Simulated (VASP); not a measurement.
# Al5Cu (P-6m2) in VASP: further runs

Al5Cu is run at these levels: PBE; tasks: single point, relaxation of cell and atoms.

All numbers are computed with VASP 6.6.1; they aren't measurements. Logs are shortened: lines on timing, memory, paths and dates and some standing lists are left out, and cuts for length are marked.

### Step 1. The cell of the first run

The structure is hexagonal, space group P-6m2 (No. 187). The conventional cell has a = 2.784 Å, b = 2.784 Å, c = 13.538 Å, α = 90.00°, β = 90.00°, γ = 120.00°. Al (site symmetry 3m) has 12 Al at 2.77 to 2.78 Å within 3.7 Å. Al (site symmetry -6m2) has 12 Al at 2.77 to 2.78 Å within 3.7 Å. Al (site symmetry 3m) has 9 Al at 2.77 to 2.78 Å and 3 Cu at 2.77 Å within 3.7 Å. Cu (site symmetry -6m2) has 6 Al at 2.77 Å and 6 Cu at 2.78 Å within 3.7 Å.

### Step 2. Single point, PBE

File INCAR:

```
PREC = Accurate
ENCUT = 520
EDIFF = 1E-7
ISMEAR = 0
SIGMA = 0.1
LREAL = False
LASPH = True
NELM = 80
ALGO = Normal
ISIF = 2
LWAVE = False
LCHARG = False
GGA = PE
NBANDS = 22
```

File KPOINTS:

```
regular mesh
0
Gamma
  6 6 2
```

File POSCAR:

```
Al5Cu
1.0
    2.7841488900      0.0000000000      0.0000000000
   -1.3920744400      2.4111436600      0.0000000000
    0.0000000000      0.0000000000     13.5376180000
Al Cu
5 1
Direct
    0.3333333300      0.6666666700      0.8333333300
    0.3333333300      0.6666666700      0.1666666700
    0.6666666700      0.3333333300      0.0000000000
    0.6666666700      0.3333333300      0.3333333300
    0.6666666700      0.3333333300      0.6666666700
    0.3333333300      0.6666666700      0.5000000000
```

Potentials or basis: VASP PAW PBE potentials, release 64 (Al, Cu).

The run is started by

```bash
> cat potpaw_PBE.64/Al/POTCAR potpaw_PBE.64/Cu/POTCAR > POTCAR
> mpirun -np 1 vasp_std > vasp.out
```

OUTCAR:

```text
PREC = Accurate
   ENCUT = 520
   EDIFF = 1E-7
   ISMEAR = 0
   LREAL = False
   LASPH = True
   NELM = 80
   ISIF = 2
   GGA = PE

 ion  position               nearest neighbor table
   1  0.333  0.667  0.833-   5 2.77   5 2.77   5 2.77   3 2.77   3 2.77   3 2.77
   2  0.333  0.667  0.167-   4 2.77   4 2.77   4 2.77   3 2.77   3 2.77   3 2.77
   3  0.667  0.333  0.000-   1 2.77   2 2.77   1 2.77   2 2.77   1 2.77   2 2.77
   4  0.667  0.333  0.333-   2 2.77   2 2.77   2 2.77   6 2.77   6 2.77   6 2.77
   5  0.667  0.333  0.667-   1 2.77   1 2.77   1 2.77   6 2.77   6 2.77   6 2.77
   6  0.333  0.667  0.500-   4 2.77   5 2.77   4 2.77   5 2.77   4 2.77   5 2.77

  LATTYP: Found a hexagonal cell.
 ALAT       =     2.7841488900
 C/A-ratio  =     4.8623901001

  Lattice vectors:

 A1 = (   2.7841488900,   0.0000000000,   0.0000000000)
 A2 = (  -1.3920744400,   2.4111436600,   0.0000000000)
 A3 = (   0.0000000000,   0.0000000000,  13.5376180000)

Analysis of symmetry for initial positions (statically):
=====================================================================
 Subroutine PRICEL returns:
 Original cell was already a primitive cell.

 Routine SETGRP: Setting up the symmetry group for a
 hexagonal supercell.

 Subroutine GETGRP returns: Found 12 space group operations
 (whereof 12 operations were pure point group operations)
 out of a pool of 24 trial point group operations.

The static configuration has the point symmetry D_3h.

Analysis of symmetry for dynamics (positions and initial velocities):
=====================================================================
 Subroutine PRICEL returns:
 Original cell was already a primitive cell.

 Routine SETGRP: Setting up the symmetry group for a
 hexagonal supercell.

 Subroutine GETGRP returns: Found 12 space group operations
 (whereof 12 operations were pure point group operations)
 out of a pool of 24 trial point group operations.

The dynamic configuration has the point symmetry D_3h.

 Subroutine INISYM returns: Found 12 space group operations
 (whereof 12 operations are pure point group operations),
 and found     1 'primitive' translations

----------------------------------------------------------------------------------------

                                     Primitive cell

  volume of cell :      90.8778

  direct lattice vectors                    reciprocal lattice vectors
     2.784148890  0.000000000  0.000000000     0.359176193  0.207370472  0.000000000
    -1.392074440  2.411143660  0.000000000     0.000000000  0.414740945  0.000000000
     0.000000000  0.000000000 13.537618000     0.000000000  0.000000000  0.073868239

  length of vectors
     2.784148890  2.784148882 13.537618000     0.414740944  0.414740945  0.073868239

  position of ions in fractional coordinates (direct lattice)
     0.333333330  0.666666670  0.833333330
     0.333333330  0.666666670  0.166666670
     0.666666670  0.333333330  0.000000000
     0.666666670  0.333333330  0.333333330
     0.666666670  0.333333330  0.666666670
     0.333333330  0.666666670  0.500000000

  ion indices of the primitive-cell ions
   primitive index   ion index
                 1           1
                 2           2
                 3           3
                 4           4
                 5           5
                 6           6

----------------------------------------------------------------------------------------

 KPOINTS: regular mesh

Automatic generation of k-mesh.
 Grid dimensions read from file:
 generate k-points for:    6    6    2

 Generating k-lattice:

  Cartesian coordinates                     Fractional coordinates (reciprocal lattice)
     0.059862699  0.034561745  0.000000000     0.166666667 -0.000000000  0.000000000
     0.000000000  0.069123491  0.000000000     0.000000000  0.166666667  0.000000000
     0.000000000  0.000000000  0.036934119     0.000000000  0.000000000  0.500000000

  Length of vectors
     0.069123491  0.069123491  0.036934119

  Shift w.r.t. Gamma in fractional coordinates (k-lattice)
     0.000000000  0.000000000  0.000000000

 Subroutine IBZKPT returns following result:
 ===========================================

 Found     14 irreducible k-points:

 Following reciprocal coordinates:
            Coordinates               Weight
  0.000000  0.000000  0.000000      1.000000
  0.166667  0.000000  0.000000      6.000000
  0.333333  0.000000  0.000000      6.000000
  0.500000  0.000000  0.000000      3.000000
  0.166667  0.166667  0.000000      6.000000
  0.333333  0.166667  0.000000     12.000000
  0.333333  0.333333  0.000000      2.000000
  0.000000  0.000000  0.500000      1.000000
  0.166667  0.000000  0.500000      6.000000
  0.333333  0.000000  0.500000      6.000000
  0.500000  0.000000  0.500000      3.000000
  0.166667  0.166667  0.500000      6.000000
  0.333333  0.166667  0.500000     12.000000
  0.333333  0.333333  0.500000      2.000000
   k-points           NKPTS =     14   k-points in BZ     NKDIM =     14   number of bands    NBANDS=     22
   number of dos      NEDOS =    301   number of ions     NIONS =      6
   total plane-waves  NPLWV =  62208
   dimension x,y,z NGX =    24 NGY =   24 NGZ =  108
   dimension x,y,z NGXF=    48 NGYF=   48 NGZF=  216
   ions per type =               5   1
   NGX,Y,Z   is equivalent  to a cutoff of  14.33, 14.33, 13.26 a.u.
   NGXF,Y,Z  is equivalent  to a cutoff of  28.66, 28.66, 26.53 a.u.
 SYSTEM =  unknown system
   PREC   = accura    normal or accurate (medium, high low for compatibility)
   ISTART =      0    job   : 0-new  1-cont  2-samecut
   ICHARG =      2    charge: 1-file 2-atom 10-const
   ISPIN  =      1    spin polarized calculation?
   LNONCOLLINEAR =      F non collinear calculations
   LSORBIT =      F    spin-orbit coupling
   LASPH  =      T    aspherical Exc in radial PAW
   ENCUT  =  520.0 eV  38.22 Ry    6.18 a.u.   5.18  5.18 25.17*2*pi/ulx,y,z
   NELM   =     80;   NELMIN=  2; NELMDL= -5     # of ELM steps
   EDIFF  = 0.1E-06   stopping-criterion for ELM
   LREAL  =      F    real-space projection
   EDIFFG = 0.1E-05   stopping-criterion for IOM
   NSW    =      0    number of steps for IOM
   IBRION =     -1    ionic relax: 0-MD 1-quasi-New 2-CG
   NFREE  =      0    steps in history (QN), initial steepest desc. (CG)
   ISIF   =      2    stress and relaxation
   ISYM   =      2    0-nonsym 1-usesym 2-fastsym
   POTIM  = 0.5000    time-step for ionic-motion
   TEBEG  =    0.0;   TEEND  =   0.0 temperature during run
   PSTRESS=    0.0 pullay stress
   NELECT =      26.0000    total number of electrons
   NUPDOWN=      -1.0000    fix difference up-down
   EMIN   =  10.00;   EMAX   =-10.00  energy-range for DOS
   EFERMI =   0.00;   METHOD = LEGACY
   ISMEAR =     0;   SIGMA  =   0.10  broadening in eV -4-tet -1-fermi 0-gaus
   EFERMI_NEDOS =   21; number of points for ismear=-14 and -15
   IALGO  =     38    algorithm
   IMIX   =      4    mixing-type and parameters
     AMIX     =   0.40;   BMIX     =  1.00
     AMIX_MAG =   1.60;   BMIX_MAG =  1.00
  volume/ion in A,a.u.               =      15.15       102.21
  Fermi-wavevector in a.u.,A,eV,Ry     =   1.078731  2.038507 15.832577  1.163662
  Thomas-Fermi vector in A             =   2.214678
   LORBIT       =      0    0 simple, 1 ext, 2 COOP (PROOUT), +10 PAW based schemes
   GGA     = PE    functional components
   LHFCALC =     F    Hartree Fock is set to
   AEXX    =    0.0000 exact exchange contribution
   IVDW    =     0    specifies the selected vdW correction
   LEPSILON=     F    determine dielectric tensor
   LRPA    =     F    only Hartree local field effects (RPA)
 non-spin polarized calculation
 Gauss-broadening in eV      SIGMA  =   0.10
  energy-cutoff  :      520.00
  volume of cell :       90.88
 maximum number of plane-waves:      2468
 NGX is ok and might be reduce to    24
   NGX = 11   NGY = 11   NGZ = 51

 number of electron      25.9999997 magnetization

 Free energy of the ion-electron system (eV)
  ---------------------------------------------------
  ext. energy  EPLUGINS =         0.00000000
  ---------------------------------------------------
  free energy    TOTEN  =       -22.35533599 eV

  energy without entropy =      -22.34292605  energy(sigma->0) =      -22.34913102

 E-fermi :   8.3758     XC(G=0): -10.6576

 val. band max:        8.3474476369   @ k =   0.3333   0.0000   0.0000
 cond. band min:       8.3958991006   @ k =   0.3333   0.3333   0.5000
 fundamental gap:      0.0484514638
 Fermi energy:         8.3758370153

 k-point     1 :       0.0000    0.0000    0.0000
  band No.  band energies     occupation
      1      -3.1957      2.00000
      2      -2.4850      2.00000
      3      -1.7083      2.00000
      4       0.1450      2.00000
      5       0.8092      2.00000
      6       3.9105      2.00000
[... 14 lines left out ...]
     21      20.1826      0.00000
     22      20.1839      0.00000

 k-point     2 :       0.1667    0.0000    0.0000
  band No.  band energies     occupation
      1      -2.4914      2.00000
      2      -1.7872      2.00000
      3      -1.0067      2.00000
      4       0.8121      2.00000
      5       1.5121      2.00000
      6       4.3567      2.00000
[... 14 lines left out ...]
     21      17.2560      0.00000
     22      17.4389      0.00000

 k-point     3 :       0.3333    0.0000    0.0000
  band No.  band energies     occupation
      1      -0.4036      2.00000
      2       0.2781      2.00000
      3       1.0501      2.00000
      4       2.7182      2.00000
      5       3.4695      2.00000
      6       4.7539      2.00000
[... 14 lines left out ...]
     21      15.0379      0.00000
     22      15.3602      0.00000
[... 226 lines left out ...]
 k-point    13 :       0.3333    0.1667    0.5000
  band No.  band energies     occupation
      1       1.6720      2.00000
      2       2.1700      2.00000
      3       3.2558      2.00000
      4       3.9039      2.00000
      5       4.6836      2.00000
      6       4.7646      2.00000
[... 14 lines left out ...]
     21      12.0997      0.00000
     22      12.5722      0.00000

 k-point    14 :       0.3333    0.3333    0.5000
  band No.  band energies     occupation
      1       4.6275      2.00000
      2       4.6557      2.00000
      3       4.6760      2.00000
      4       4.7903      2.00000
      5       4.9587      2.00000
      6       4.9868      2.00000
[... 14 lines left out ...]
     21      10.8661      0.00000
     22      11.5284      0.00000

------------------------ aborting loop because EDIFF is reached ----------------------------------------

  FORCE on cell =-STRESS in cart. coord.  units (eV):
  Direction    XX          YY          ZZ          XY          YZ          ZX
  --------------------------------------------------------------------------------------
  -------------------------------------------------------------------------------------
  Total        1.9806895      1.9806895      2.4958344      0.0000000      0.0000000     -0.0000000
  in kB       34.9195931     34.9195929     44.0016082      0.0000001      0.0000000     -0.0000000
  external PRESSURE =      37.9469314 kB  Pullay stress =       0.0000000 kB

 VOLUME and BASIS-vectors are now :
 -----------------------------------------------------------------------------
  energy-cutoff  :      520.00
  volume of cell :       90.88
      direct lattice vectors                 reciprocal lattice vectors
     2.784148890  0.000000000  0.000000000     0.359176193  0.207370472  0.000000000
    -1.392074440  2.411143660  0.000000000     0.000000000  0.414740945  0.000000000
     0.000000000  0.000000000 13.537618000     0.000000000  0.000000000  0.073868239

 POSITION                                       TOTAL-FORCE (eV/Angst)
 -----------------------------------------------------------------------------------
     -0.00000      1.60743     11.28135        -0.000000      0.000000     -0.229617
     -0.00000      1.60743      2.25627        -0.000000      0.000000      0.229617
      1.39207      0.80371      0.00000        -0.000000      0.000000      0.000000
      1.39207      0.80371      4.51254        -0.000000      0.000000      0.793434
      1.39207      0.80371      9.02508        -0.000000      0.000000     -0.793434
     -0.00000      1.60743      6.76881         0.000000     -0.000000      0.000000
 -----------------------------------------------------------------------------------
    total drift:                                0.000003     -0.000002      0.000000

  FREE ENERGIE OF THE ION-ELECTRON SYSTEM (eV)
  ---------------------------------------------------
  free  energy   TOTEN  =       -22.3553359950 eV

  energy  without entropy=      -22.3429260461  energy(sigma->0) =      -22.34913102
```

It took 98 s on 1 thread of Intel Xeon 8259CL, shared host; peak memory 0.24 GiB.

Results:

| Item | Value |
| --- | --- |
| Free energy | -22.3553 eV |
| Pressure | 3.8 GPa |
| Largest force | 0.793 eV/Å |
| Band gap on the k mesh | zero (bands 13 and 14 overlap by 3.88 eV) |

Forces in eV/Å, atoms in the order of the input:
```
Al   0.000  0.000 -0.230
Al   0.000  0.000  0.230
Al   0.000  0.000  0.000
Al   0.000  0.000  0.793
Al   0.000  0.000 -0.793
Cu   0.000  0.000  0.000
```

Caveat: the k points lie up to 0.43 Å⁻¹ apart, too coarse for converged energies and pressures of a metal.

### Step 3. Single point, PBE

This run uses another cell than the first one, of 15.85 Å³/atom.

File INCAR:

```
PREC = Accurate
ENCUT = 520
EDIFF = 1E-6
ISMEAR = 0
SIGMA = 0.1
LREAL = False
LASPH = True
NELM = 100
ALGO = Normal
ISIF = 2
LWAVE = False
LCHARG = True
GGA = PE
LELF = True
LVHAR = True
NBANDS = 22
```

File KPOINTS:

```
Automatic mesh
0
Gamma
  6 6 2
```

File POSCAR:

```
Al5Cu
1.0
    2.8395574590     -0.0000000029      0.0000000000
   -1.4197787270      2.4591288965      0.0000000000
    0.0000000000      0.0000000000     13.6163473016
Al Cu
5 1
Direct
    0.3333333333      0.6666666667      0.8240225165
    0.3333333333      0.6666666667      0.1759774835
    0.6666666667      0.3333333333      0.0000000000
    0.6666666667      0.3333333333      0.3486491074
    0.6666666667      0.3333333333      0.6513508926
    0.3333333333      0.6666666667      0.5000000000
```

Potentials or basis: VASP PAW PBE potentials, release 64 (Al, Cu).

The run is started by

```bash
> cat potpaw_PBE.64/Al/POTCAR potpaw_PBE.64/Cu/POTCAR > POTCAR
> mpirun -np 1 vasp_std > vasp.out
```

It took 88 s on 1 thread of Intel Xeon 8259CL, shared host; peak memory 0.24 GiB.

The run converged. Its results:

- Free energy: -22.5929 eV
- Pressure: 0.0 GPa
- Largest force: 0.011 eV/Å
- Band gap on the k mesh: zero (bands 13 and 14 overlap by 3.89 eV)

Forces in eV/Å, atoms in the order of the input:
```
Al   0.000  0.000 -0.007
Al   0.000  0.000  0.007
Al   0.000  0.000  0.000
Al   0.000  0.000 -0.011
Al   0.000  0.000  0.011
Cu   0.000  0.000  0.000
```

Stress tensor (GPa, compression positive):
```
 0.05  0.00  0.00
 0.00  0.05  0.00
 0.00  0.00 -0.19
```

Levels at points of the mesh, in eV from the Fermi level:
| k point | band 10 | band 11 | band 12 | band 13 | band 14 | band 15 | band 16 | band 17 |
| --- | --- | --- | --- | --- | --- | --- | --- | --- |
| (0.00, 0.00, 0.00) | -3.14 | -3.14 | -2.86 | 1.31 | 2.14 | 7.82 | 8.52 | 11.03 |
| (0.50, 0.00, 0.00) | -2.67 | -2.60 | -2.07 | -1.60 | -1.14 | -0.55 | 1.42 | 2.16 |
| (0.00, 0.00, 0.50) | -3.14 | -3.14 | -1.58 | -0.58 | 4.47 | 5.20 | 10.89 | 11.10 |
| (0.50, 0.00, 0.50) | -3.02 | -2.60 | -2.47 | -1.61 | -0.34 | 0.06 | 0.51 | 0.81 |

Caveat: the k points lie up to 0.43 Å⁻¹ apart, too coarse for converged energies and pressures of a metal.

### Step 4. Relaxation of cell and atoms, PBE

File INCAR:

```
SYSTEM = Al5Cu
PREC     = Accurate       ! precision mode
ENCUT    = 600            ! plane-wave cutoff, eV
EDIFF    = 1E-6           ! SCF threshold, eV
ISMEAR   = 0              ! smearing method
SIGMA    = 0.1            ! smearing width, eV
LREAL    = .False.        ! projectors in reciprocal space
LASPH    = .True.         ! aspherical terms in the spheres
NELM     = 80             ! most SCF steps
ALGO     = Normal         ! electronic algorithm
ISIF     = 3              ! what is computed and relaxed
LWAVE    = .False.        ! write WAVECAR
LCHARG   = .False.        ! write CHGCAR
GGA      = PE             ! functional
IBRION   = 2              ! ionic algorithm
NSW      = 90             ! ionic steps
EDIFFG   = -0.04          ! ionic threshold
```

File KPOINTS:

```
Automatic mesh
0
Gamma
  6 6 2
  0 0 0
```

File POSCAR:

```
Al5Cu
1.0
    2.7841488900      0.0000000000      0.0000000000
   -1.3920744400      2.4111436600      0.0000000000
    0.0000000000      0.0000000000     13.5376180000
Al Cu
5 1
Direct
    0.3333333300      0.6666666700      0.8333333300
    0.3333333300      0.6666666700      0.1666666700
    0.6666666700      0.3333333300      0.0000000000
    0.6666666700      0.3333333300      0.3333333300
    0.6666666700      0.3333333300      0.6666666700
    0.3333333300      0.6666666700      0.5000000000
```

The run is started by

```bash
> cat potpaw_PBE.64/Al/POTCAR potpaw_PBE.64/Cu/POTCAR > POTCAR
> mpirun -np 1 vasp_std > vasp.out
```

It took 6 min on 1 thread of Intel Xeon 8259CL, shared host; peak memory 0.26 GiB.

Results (log left out):

```
Free energy                           : -22.5930 eV
Relaxed volume                        : 15.85 Å³/atom
Relaxed cell                          : a = 2.838 Å, b = 2.838 Å, c = 13.629 Å, α = 90.00°, β = 90.00°, γ = 120.00°
Space group after relaxing (to 0.1 Å) : P-6m2 (No. 187)
Energy gained by relaxing             : 39.5 meV/atom
Ionic steps                           : 11
Pressure after relaxing               : -0.1 GPa
Largest force after relaxing          : 0.009 eV/Å
```

Forces on the atoms (eV/Å):
```
Al   0.000  0.000  0.009
Al   0.000  0.000 -0.009
Al   0.000  0.000  0.000
Al   0.000  0.000 -0.002
Al   0.000  0.000  0.002
Cu   0.000  0.000  0.000
```

Stress tensor (GPa, compression positive):
```
-0.04  0.00  0.00
 0.00 -0.04  0.00
 0.00  0.00 -0.26
```

The path:
```
step  energy change (eV)  largest force (eV/Å)  pressure (GPa)  volume (Å³)
   1              0.0000                0.7935            3.68        90.88
   2             -0.1033                0.5980           -0.55        95.53
   3             -0.1075                0.5602           -1.42        96.61
   4             -0.1568                0.4213           -0.95        95.98
   5             -0.2188                0.2760            0.85        94.15
   6             -0.2193                0.2691            0.64        94.32
   7             -0.2306                0.1638           -0.31        95.40
   8             -0.2312                0.1412           -0.50        95.70
   9             -0.2365                0.0531            0.04        94.95
  10             -0.2369                0.0403            0.22        94.72
  11             -0.2373                0.0091           -0.11        95.10
```

Final structure:
```yaml
crystal:
  lattice:
    - [2.83848, 0.00000, 0.00000]
    - [-1.41924, 2.45820, 0.00000]
    - [0.00000, 0.00000, 13.62897]
  atoms:
    - { symbol: Al, position: [0.33333, 0.66667, 0.82385] }
    - { symbol: Al, position: [0.33333, 0.66667, 0.17615] }
    - { symbol: Al, position: [0.66667, 0.33333, 0.00000] }
    - { symbol: Al, position: [0.66667, 0.33333, 0.34862] }
    - { symbol: Al, position: [0.66667, 0.33333, 0.65138] }
    - { symbol: Cu, position: [0.33333, 0.66667, 0.50000] }
```

Levels at points of the mesh, in eV from the Fermi level:
```csv
k point,band 10,band 11,band 12,band 13,band 14,band 15,band 16,band 17
"(0.00, 0.00, 0.00)",-3.13,-3.13,-2.87,1.29,2.12,7.79,8.49,11.05
"(0.50, 0.00, 0.00)",-2.67,-2.60,-2.06,-1.60,-1.14,-0.55,1.42,2.15
"(0.00, 0.00, 0.50)",-3.13,-3.13,-1.60,-0.59,4.45,5.17,10.87,11.12
"(0.50, 0.00, 0.50)",-3.02,-2.60,-2.47,-1.61,-0.35,0.07,0.50,0.81
```

Caveat: the k points lie up to 0.43 Å⁻¹ apart in the final cell; the highest band is partly filled, so the run has too few bands.

(Continued in part 2 of 2.)
